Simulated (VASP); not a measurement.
Write the native input for VASP 6.6.1 that does the following.

```
Task                   : single point
Functional             : r2SCAN
Potentials or basis    : VASP PAW PBE potentials, release 64 (Ta_pv, N)
Cutoff                 : 520 eV
k mesh                 : 18 × 18 × 16
Occupations            : fermi-dirac, width 0.1 eV
Spin                   : no spin polarisation
Dipole correction      : no
Further INCAR settings : ALGO = Normal; EDIFF = 1e-06; NBANDS = 15
```

The system is TaN.

```
Ta N
1.0
     2.93620    0.00000    0.00000
    -1.46810    2.54282    0.00000
     0.00000    0.00000    2.88458
Ta N
1 1
Direct
  0.00000 0.00000 0.50000
  0.66667 0.33333 0.00000
```

The input as run:

POSCAR

```
TaN
1.0
    2.9361982963      0.0000000000      0.0000000000
   -1.4680991482      2.5428223152      0.0000000000
    0.0000000000      0.0000000000      2.8845837268
Ta N
1 1
Direct
    0.0000000000      0.0000000000      0.5000000000
    0.6666666667      0.3333333333      0.0000000000
```

INCAR.step1

```
SYSTEM = TaN
  PREC = Accurate
  ENCUT = 520
  ISMEAR = -1
  SIGMA = 0.1
  LREAL = .FALSE.
  LASPH = .TRUE.
  NELM = 100
  NBANDS = 15
  GGA = PE
  ALGO = Normal
  EDIFF = 1E-4
  LWAVE = .TRUE.
  LCHARG = .FALSE.
```

INCAR.step2

```
SYSTEM = TaN
  PREC = Accurate
  ENCUT = 520
  EDIFF = 1E-6
  ISMEAR = -1
  SIGMA = 0.1
  LREAL = .FALSE.
  LASPH = .TRUE.
  NELM = 100
  ALGO = Normal
  ISIF = 2
  LWAVE = .FALSE.
  LCHARG = .FALSE.
  METAGGA = R2SCAN
  LMIXTAU = .TRUE.
  NBANDS = 15
  ISTART = 1
```

KPOINTS

```
regular mesh
0
G
  18 18 16
  0 0 0
```

Potentials or basis: VASP PAW PBE potentials, release 64 (Ta_pv, N).

Run with:

```console
$ cat potpaw_PBE.64/Ta_pv/POTCAR potpaw_PBE.64/N/POTCAR > POTCAR
$ cp INCAR.step1 INCAR
$ mpirun -np 1 vasp_std > vasp.out
$ cp INCAR.step2 INCAR
$ mpirun -np 1 vasp_std > vasp.out
```

It gave:

The pressure is 1.6 GPa and the band gap on the k mesh is zero (band 8 reaches 8.63 eV, above the bottom of band 9 at 8.14 eV).

Caveat: the PAW data sets were made with another functional, which shifts forces and pressure a little; spin-orbit coupling is left out, which moves the levels of the heavy elements.

Run time: 100 s on 1 thread of Intel(R) Xeon(R) 6975P-C (Granite Rapids), with other jobs on the host, peak memory 0.23 GiB.
